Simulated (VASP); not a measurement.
## CoSi2: single point with PBE

The system is CoSi2.

```
Co Si
1.0
     3.86794    0.00000   -0.00126
    -1.93397    3.34973    0.00126
    -1.93495    1.11715    3.05264
Co Si
1 2
Direct
  0.00000 0.00000 0.00000
  0.74693 0.25307 0.24038
  0.25307 0.74693 0.75962
```

```json
{
  "Program": "VASP 6.6.1",
  "Task": "single point",
  "Functional": "PBE",
  "Potentials or basis": "VASP PAW PBE potentials, release 64 (Co, Si)",
  "Cutoff": "520 eV",
  "k mesh": "9 × 9 × 11",
  "Occupations": "gaussian, width 0.1 eV",
  "Spin": "no spin polarisation",
  "Dipole correction": "no",
  "Further INCAR settings": "ALGO = Normal; EDIFF = 1e-07; NBANDS = 16"
}
```

```yaml
Pressure: -4.6 GPa
Band_gap_on_the_k_mesh: zero (an odd number of electrons rules out a gap without spin polarisation)
```

Stress tensor (GPa, compression positive):
```
-6.77 -0.05  0.00
-0.05 -6.82  0.00
 0.00  0.00 -0.14
```

Levels at points of the mesh, in eV from the Fermi level:
| k point | band 7 | band 8 | band 9 | band 10 | band 11 | band 12 |
| --- | --- | --- | --- | --- | --- | --- |
| (0.00, 0.00, 0.00) | 0.44 | 3.20 | 3.21 | 3.23 | 3.23 | 3.49 |

Run time: 4.3 min on 1 thread of Intel Xeon 8259CL, with other jobs on the host, peak memory 0.29 GiB.

Caveat: the cell stands under tension; the run has no spin polarisation, though such a crystal can be magnetic. Spin polarisation is off, so any magnetic state and its effect on volume and gap are missing.
